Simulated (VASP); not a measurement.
Pd3Cl, 4 atoms in the cell. The cell holds a slab with vacuum, 4 atoms: a = 2.788 Å, b = 2.788 Å, c = 20.052 Å, α = 90.00°, β = 90.00°, γ = 120.00°. 

| Property | Result |
| --- | --- |
| Program | VASP 6.6.1 |
| Task | single point |
| Functional | PBE |
| Potentials or basis | VASP PAW PBE potentials, release 64 (Pd, Cl) |
| Cutoff | 520 eV |
| k mesh | 12 × 12 × 1 |
| Occupations | gaussian, width 0.1 eV |
| Spin | no spin polarisation |
| Dipole correction | yes |
| Further INCAR settings | ALGO = Normal; EDIFF = 1e-06; NBANDS = 26 |

Potentials or basis: VASP PAW PBE potentials, release 64 (Pd, Cl).

Command:

```console
$ cat potpaw_PBE.64/Pd/POTCAR potpaw_PBE.64/Cl/POTCAR > POTCAR
$ mpirun -np 1 vasp_std > vasp.out
```

Hardware: 1 thread of Intel(R) Xeon(R) 6975P-C (Granite Rapids), on a shared host.

Problem. How long does it take, and how much memory?

Solution. It took 3.4 min on 1 thread of Intel(R) Xeon(R) 6975P-C (Granite Rapids) (shared host), peak memory 0.35 GiB. Counts: scf iterations 29, k points 43.
